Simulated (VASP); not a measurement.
# TaN (Fm-3m) in VASP: notebook

The runs below take TaN through single point, with PBE.

Program: VASP 6.6.1. These are calculated values, not measurements. Logs are shortened: lines on timing, memory, paths and dates and some standing lists are left out, and cuts for length are marked.

### Step 1. The cell of the first run

The structure is cubic, space group Fm-3m (No. 225). Conventional cell: a = 4.416 Å, b = 4.416 Å, c = 4.416 Å, α = 90.00°, β = 90.00°, γ = 90.00°. Within 2.9 Å of Ta (site symmetry m-3m) lie 6 N at 2.21 Å. N (site symmetry m-3m) has 6 Ta at 2.21 Å within 2.9 Å.

### Step 2. Single point, PBE

File INCAR:

```
PREC = Accurate
ENCUT = 700
EDIFF = 1E-6
ISMEAR = 0
SIGMA = 0.15
LREAL = F
LASPH = T
NELM = 120
ALGO = Normal
ISIF = 2
LWAVE = F
LCHARG = F
GGA = PE
NBANDS = 16
GGA_COMPAT = F
```

File KPOINTS:

```
Automatic mesh
0
Gamma
  18 18 18
```

File POSCAR:

```
TaN
1.0
    0.0000000000      2.2081122570      2.2081122570
    2.2081122570      0.0000000000      2.2081122570
    2.2081122570      2.2081122570      0.0000000000
Ta N
1 1
Direct
    0.5000000000      0.5000000000      0.5000000000
    0.0000000000      0.0000000000      0.0000000000
```

Potentials or basis: VASP PAW PBE potentials, release 64 (Ta_sv_GW, N).

Run with:

```bash
$ cat potpaw_PBE.64/Ta_sv_GW/POTCAR potpaw_PBE.64/N/POTCAR > POTCAR
$ mpirun -np 1 vasp_std > vasp.out
```

OUTCAR:

```text
PREC = Accurate
   ENCUT = 700
   EDIFF = 1E-6
   ISMEAR = 0
   LREAL = F
   LASPH = T
   NELM = 120
   ISIF = 2
   GGA = PE

 ion  position               nearest neighbor table
   1  0.500  0.500  0.500-   2 2.21   2 2.21   2 2.21   2 2.21   2 2.21   2 2.21
   2  0.000  0.000  0.000-   1 2.21   1 2.21   1 2.21   1 2.21   1 2.21   1 2.21

  LATTYP: Found a face centered cubic cell.
 ALAT       =     4.4162245140

  Lattice vectors:

 A1 = (   0.0000000000,   2.2081122570,   2.2081122570)
 A2 = (   2.2081122570,   0.0000000000,   2.2081122570)
 A3 = (   2.2081122570,   2.2081122570,   0.0000000000)

Analysis of symmetry for initial positions (statically):
=====================================================================
 Subroutine PRICEL returns:
 Original cell was already a primitive cell.

 Routine SETGRP: Setting up the symmetry group for a
 face centered cubic supercell.

 Subroutine GETGRP returns: Found 48 space group operations
 (whereof 48 operations were pure point group operations)
 out of a pool of 48 trial point group operations.

The static configuration has the point symmetry O_h .

Analysis of symmetry for dynamics (positions and initial velocities):
=====================================================================
 Subroutine PRICEL returns:
 Original cell was already a primitive cell.

 Routine SETGRP: Setting up the symmetry group for a
 face centered cubic supercell.

 Subroutine GETGRP returns: Found 48 space group operations
 (whereof 48 operations were pure point group operations)
 out of a pool of 48 trial point group operations.

The dynamic configuration has the point symmetry O_h .

 Subroutine INISYM returns: Found 48 space group operations
 (whereof 48 operations are pure point group operations),
 and found     1 'primitive' translations

----------------------------------------------------------------------------------------

                                     Primitive cell

  volume of cell :      21.5324

  direct lattice vectors                    reciprocal lattice vectors
     0.000000000  2.208112257  2.208112257    -0.226437763  0.226437763  0.226437763
     2.208112257  0.000000000  2.208112257     0.226437763 -0.226437763  0.226437763
     2.208112257  2.208112257  0.000000000     0.226437763  0.226437763 -0.226437763

  length of vectors
     3.122742301  3.122742301  3.122742301     0.392201710  0.392201710  0.392201710

  position of ions in fractional coordinates (direct lattice)
     0.500000000  0.500000000  0.500000000
[... 73 lines left out ...]
   LNONCOLLINEAR =      F non collinear calculations
   LSORBIT =      F    spin-orbit coupling
   LASPH  =      T    aspherical Exc in radial PAW
   ENCUT  =  700.0 eV  51.45 Ry    7.17 a.u.   6.74  6.74  6.74*2*pi/ulx,y,z
   NELM   =    120;   NELMIN=  2; NELMDL= -5     # of ELM steps
   EDIFF  = 0.1E-05   stopping-criterion for ELM
   LREAL  =      F    real-space projection
   EDIFFG = 0.1E-04   stopping-criterion for IOM
   NSW    =      0    number of steps for IOM
   IBRION =     -1    ionic relax: 0-MD 1-quasi-New 2-CG
   NFREE  =      0    steps in history (QN), initial steepest desc. (CG)
   ISIF   =      2    stress and relaxation
   ISYM   =      2    0-nonsym 1-usesym 2-fastsym
   POTIM  = 0.5000    time-step for ionic-motion
   TEBEG  =    0.0;   TEEND  =   0.0 temperature during run
   PSTRESS=    0.0 pullay stress
   NELECT =      18.0000    total number of electrons
   NUPDOWN=      -1.0000    fix difference up-down
   EMIN   =  10.00;   EMAX   =-10.00  energy-range for DOS
   EFERMI =   0.00;   METHOD = LEGACY
   ISMEAR =     0;   SIGMA  =   0.15  broadening in eV -4-tet -1-fermi 0-gaus
   EFERMI_NEDOS =   21; number of points for ismear=-14 and -15
   IALGO  =     38    algorithm
   IMIX   =      4    mixing-type and parameters
     AMIX     =   0.40;   BMIX     =  1.00
     AMIX_MAG =   1.60;   BMIX_MAG =  1.00
  volume/ion in A,a.u.               =      10.77        72.65
  Fermi-wavevector in a.u.,A,eV,Ry     =   1.542178  2.914294 32.358915  2.378313
  Thomas-Fermi vector in A             =   2.648019
   LORBIT       =      0    0 simple, 1 ext, 2 COOP (PROOUT), +10 PAW based schemes
   GGA     = PE    functional components
   LHFCALC =     F    Hartree Fock is set to
   AEXX    =    0.0000 exact exchange contribution
   IVDW    =     0    specifies the selected vdW correction
   LEPSILON=     F    determine dielectric tensor
   LRPA    =     F    only Hartree local field effects (RPA)
 non-spin polarized calculation
 Gauss-broadening in eV      SIGMA  =   0.15
  energy-cutoff  :      700.00
  volume of cell :       21.53
 maximum number of plane-waves:       934
   NGX = 13   NGY = 13   NGZ = 13

 number of electron      18.0000000 magnetization

 Free energy of the ion-electron system (eV)
  ---------------------------------------------------
  ext. energy  EPLUGINS =         0.00000000
  ---------------------------------------------------
  free energy    TOTEN  =       -24.36600133 eV

  energy without entropy =      -24.35605721  energy(sigma->0) =      -24.36102927

 E-fermi :  13.6299     XC(G=0): -13.7082

 val. band max:       13.6149173149   @ k =   0.2222   0.1667   0.0556
 cond. band min:      13.6392274225   @ k =  -0.2778   0.3333   0.1111
 fundamental gap:      0.0243101077
 Fermi energy:        13.6299108867

 k-point     1 :       0.0000    0.0000    0.0000
  band No.  band energies     occupation
      1     -55.9769      2.00000
      2     -22.1579      2.00000
      3     -22.1579      2.00000
      4     -22.1579      2.00000
      5      -5.1268      2.00000
      6       9.8279      2.00000
[... 433 lines left out ...]
      3     -22.2236      2.00000
      4     -22.1854      2.00000
      5      -3.8880      2.00000
      6       6.0928      2.00000
[... 8 lines left out ...]
     15      25.7825      0.00000
     16      29.6278      0.00000

 [... further k-points ...]
[... 5 lines left out ...]
  --------------------------------------------------------------------------------------
  -------------------------------------------------------------------------------------
  Total        0.0125422      0.0125422      0.0125422     -0.0000000     -0.0000000      0.0000000
  in kB        0.9332358      0.9332358      0.9332358     -0.0000000     -0.0000000      0.0000000
  external PRESSURE =       0.9332358 kB  Pullay stress =       0.0000000 kB

 VOLUME and BASIS-vectors are now :
 -----------------------------------------------------------------------------
  energy-cutoff  :      700.00
  volume of cell :       21.53
      direct lattice vectors                 reciprocal lattice vectors
     0.000000000  2.208112257  2.208112257    -0.226437763  0.226437763  0.226437763
     2.208112257  0.000000000  2.208112257     0.226437763 -0.226437763  0.226437763
     2.208112257  2.208112257  0.000000000     0.226437763  0.226437763 -0.226437763

 POSITION                                       TOTAL-FORCE (eV/Angst)
 -----------------------------------------------------------------------------------
      2.20811      2.20811      2.20811         0.000000      0.000000      0.000000
      0.00000      0.00000      0.00000        -0.000000     -0.000000     -0.000000
 -----------------------------------------------------------------------------------
    total drift:                                0.000000      0.000000      0.000000

  FREE ENERGIE OF THE ION-ELECTRON SYSTEM (eV)
  ---------------------------------------------------
  free  energy   TOTEN  =       -24.3660013347 eV

  energy  without entropy=      -24.3560572098  energy(sigma->0) =      -24.36102927
```

OSZICAR:

```text
N       E                     dE             d eps       ncg     rms          rms(c)
DAV:   1     0.132677502101E+03    0.13268E+03   -0.13303E+04  6272   0.145E+03
DAV:   2    -0.223934153093E+02   -0.15507E+03   -0.14847E+03  9120   0.370E+02
DAV:   3    -0.284607418676E+02   -0.60673E+01   -0.60435E+01  7280   0.662E+01
DAV:   4    -0.286105073378E+02   -0.14977E+00   -0.14976E+00  9088   0.733E+00
DAV:   5    -0.286141556775E+02   -0.36483E-02   -0.36483E-02  7456   0.820E-01    0.434E+01
DAV:   6    -0.245194157225E+02    0.40947E+01   -0.91188E+00  7760   0.276E+01    0.463E+01
DAV:   7    -0.244176167652E+02    0.10180E+00   -0.49841E-01  6488   0.603E+00    0.247E+01
DAV:   8    -0.243674208678E+02    0.50196E-01   -0.16092E-01  7848   0.339E+00    0.162E+00
DAV:   9    -0.243660346820E+02    0.13862E-02   -0.55981E-03  7432   0.706E-01    0.755E-01
DAV:  10    -0.243660001292E+02    0.34553E-04   -0.15354E-03  6704   0.367E-01    0.124E-01
DAV:  11    -0.243660106767E+02   -0.10547E-04   -0.99234E-05  7360   0.112E-01    0.197E-01
DAV:  12    -0.243660009515E+02    0.97252E-05   -0.19885E-05  7888   0.430E-02    0.446E-02
DAV:  13    -0.243660013347E+02   -0.38319E-06   -0.20986E-06  6008   0.113E-02
   1 F= -.24366001E+02 E0= -.24361029E+02  d E =-.994412E-02
```

stdout:

```text
POSCAR found type information on POSCAR TaN
 POSCAR found :  2 types and       2 ions
 scaLAPACK will be used
 LDA part: xc-table for (Slater+PW92), standard interpolation
 POSCAR, INCAR and KPOINTS ok, starting setup
 FFT: planning ... GRIDC
 FFT: planning ... GRID_SOFT
 FFT: planning ... GRID
 WAVECAR not read
 entering main loop
```

Wall time 53 s (1 thread of Intel Xeon Platinum 8488C (Sapphire Rapids), shared host); peak memory 0.26 GiB.

Results:

```yaml
Free_energy: -24.3660 eV
Pressure: 0.1 GPa
Band_gap_on_the_k_mesh: zero (bands 9 and 10 overlap by 3.94 eV)
```

Levels at points of the mesh, in eV from the Fermi level:
```
           k point  band 6  band 7  band 8  band 9  band 10  band 11  band 12  band 13
(0.00, 0.00, 0.00)   -3.80   -3.80   -3.80   -2.08    -2.08    -2.08     0.06     0.06
(0.50, 0.00, 0.00)  -10.28   -7.50   -7.50    1.86     1.86     1.94     3.74     7.39
(0.50, 0.50, 0.00)   -6.62   -5.38   -4.62   -4.62     2.08     3.48     3.48     4.40
```

Caveat: spin-orbit coupling is left out, which moves the levels of the heavy elements.

### Step 3. Single point, PBE

File INCAR:

```
SYSTEM = TaN
  PREC = Accurate
  ENCUT = 700
  EDIFF = 1E-6
  ISMEAR = 0
  SIGMA = 0.15
  LREAL = .False.
  LASPH = .True.
  NELM = 120
  ALGO = Normal
  ISIF = 2
  LWAVE = .False.
  LCHARG = .False.
  GGA = PE
  NBANDS = 16
  GGA_COMPAT = .False.
```

File KPOINTS:

```
Automatic mesh
0
Gamma
  20 20 20
  0 0 0
```

POSCAR is that of step 2.

Potentials or basis: VASP PAW PBE potentials, release 64 (Ta_sv_GW, N).

Run with:

```bash
$ cat potpaw_PBE.64/Ta_sv_GW/POTCAR potpaw_PBE.64/N/POTCAR > POTCAR
$ mpirun -np 1 vasp_std > vasp.out
```

Run time: 2.7 min. Hardware: 1 thread of AMD EPYC 7R43 (Zen 3), shared host; peak memory 0.25 GiB.

The run converged. Its results:

- Free energy: -24.3671 eV
- Pressure: 0.1 GPa
- Band gap on the k mesh: zero (bands 9 and 10 overlap by 3.94 eV)

Levels at points of the mesh, in eV from the Fermi level:
```tsv
k point	band 5	band 6	band 7	band 8	band 9	band 10	band 11	band 12	band 13	band 14
(0.00, 0.00, 0.00)	-18.74	-3.78	-3.78	-3.78	-2.06	-2.06	-2.06	0.08	0.08	1.40
(0.50, 0.00, 0.00)	-15.80	-10.26	-7.48	-7.48	1.88	1.88	1.96	3.76	7.41	7.41
(0.50, 0.50, 0.00)	-17.50	-6.60	-5.37	-4.60	-4.60	2.09	3.49	3.49	4.41	6.68
```

Caveat: spin-orbit coupling is left out, which moves the levels of the heavy elements.

The gap in the log of VASP goes by the Fermi energy; the results here count the filled bands.